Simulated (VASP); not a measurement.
**Ir: single point with r2SCAN**

Crystal: Ir.

```
Ir
1.0
     1.97975    1.97975    0.00000
    -1.97975    1.97975    0.00000
     0.00000    0.00000    3.95950
Ir
2
Direct
  0.00000 0.00000 0.00000
  0.50000 0.50000 0.50000
```

This cell differs from its parent crystal: equal strain along all axes, cell held: +3.0 %.

```yaml
Program: VASP 6.6.1
Task: single point
Functional: r2SCAN
Potentials_or_basis: VASP PAW PBE potentials, release 64 (Ir)
Cutoff: 520 eV
k_mesh: 20 × 20 × 14
Occupations: gaussian, width 0.1 eV
Spin: no spin polarisation
```

| Item | Value |
| --- | --- |
| Pressure | -25.1 GPa |
| Band gap on the k mesh | zero (bands 9 and 10 overlap by 2.97 eV) |

Levels at points of the mesh, in eV from the Fermi level:
| k point | band 5 | band 6 | band 7 | band 8 | band 9 | band 10 | band 11 | band 12 | band 13 | band 14 |
| --- | --- | --- | --- | --- | --- | --- | --- | --- | --- | --- |
| (0.00, 0.00, 0.00) | -3.44 | -3.44 | -1.12 | -1.12 | 0.71 | 1.35 | 1.35 | 1.83 | 9.85 | 11.90 |
| (0.50, 0.00, 0.00) | -4.05 | -4.05 | -2.18 | -2.18 | -1.15 | -1.15 | 2.64 | 2.64 | 11.53 | 11.53 |
| (0.50, 0.50, 0.00) | 0.71 | 0.71 | 1.35 | 1.35 | 1.35 | 1.35 | 1.83 | 1.83 | 9.85 | 9.85 |
| (0.00, 0.00, 0.50) | -2.74 | -2.74 | -1.62 | -1.62 | -1.62 | -1.62 | -0.26 | -0.26 | 17.98 | 17.98 |
| (0.50, 0.00, 0.50) | -3.57 | -3.57 | -0.41 | -0.41 | 0.80 | 0.80 | 0.80 | 0.80 | 6.76 | 6.76 |
| (0.50, 0.50, 0.50) | -4.38 | -4.38 | -1.59 | -1.59 | 1.35 | 1.35 | 7.89 | 7.89 | 8.85 | 8.85 |

Wall time 16 min on 1 thread of Intel Xeon 8259CL (shared host), peak memory 0.34 GiB.

Caveat: the cell differs from its parent crystal (equal strain along all axes, cell held: +3.0 %); the cell stands under tension; the PAW data sets were made with another functional, which shifts forces and pressure a little; spin-orbit coupling is left out, which moves the levels of the heavy elements.
